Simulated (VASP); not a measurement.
PbO: single point with r2SCAN+rVV10

The system is PbO.

```xyz
4
Lattice="3.9784 0.0000 0.0000 0.0000 3.9784 0.0000 0.0000 0.0000 5.0093" Properties=species:S:1:pos:R:3 pbc="T T T"
Pb    0.0000    1.9892    1.1843
Pb    1.9892    0.0000    3.8251
O     1.9892    1.9892    0.0000
O     0.0000    0.0000    0.0000
```

```json
{
 "Program": "VASP 6.6.1",
 "Task": "single point",
 "Functional": "r2SCAN",
 "Dispersion": "rVV10",
 "Potentials or basis": "VASP PAW PBE potentials, release 64 (Pb_d, O)",
 "Cutoff": "520 eV",
 "k mesh": "6 × 6 × 6",
 "Occupations": "fermi-dirac, width 0.02 eV",
 "Spin": "no spin polarisation"
}
```

| Quantity | Value |
| --- | --- |
| Pressure | 0.7 GPa |
| Largest force | 0.124 eV/Å |
| Band gap on the k mesh | 1.49 eV (least direct gap 2.66 eV) |

Forces on the atoms (eV/Å):
```
Pb   0.000  0.000  0.124
Pb   0.000  0.000 -0.124
O    0.000  0.000  0.000
O    0.000  0.000  0.000
```

Stress tensor (GPa, compression positive):
```
0.74 0.00 0.00
0.00 0.74 0.00
0.00 0.00 0.56
```

Levels at points of the mesh, in eV from the valence-band top:
```csv
k point,band 16,band 17,band 18,band 19,band 20,band 21,band 22,band 23,band 24,band 25
"(0.00, 0.00, 0.00)",-4.45,-1.84,-1.80,-1.80,0.00,2.77,5.84,6.04,6.04,7.10
"(0.50, 0.00, 0.00)",-3.34,-3.17,-3.17,-1.73,-1.73,3.74,3.74,7.02,7.02,7.15
"(0.50, 0.50, 0.00)",-3.59,-1.74,-1.74,-1.16,-1.16,1.49,1.49,5.64,5.64,8.42
"(0.00, 0.00, 0.50)",-4.30,-1.88,-1.83,-1.83,-1.02,2.28,4.36,4.36,4.47,9.29
"(0.50, 0.00, 0.50)",-3.82,-3.13,-3.13,-1.07,-1.07,3.38,3.38,6.76,6.76,7.85
"(0.50, 0.50, 0.50)",-4.03,-2.34,-2.34,-1.16,-1.16,3.77,3.77,5.19,5.19,6.14
```

Wall time 3.5 min on 1 thread of AMD EPYC 9R45 96-Core Processor (Zen 5), with other jobs on the host, peak memory 0.35 GiB.

Caveat: the PAW data sets were made with another functional, which shifts forces and pressure a little; spin-orbit coupling is left out, which moves the levels of the heavy elements. A k mesh can miss the band edges.
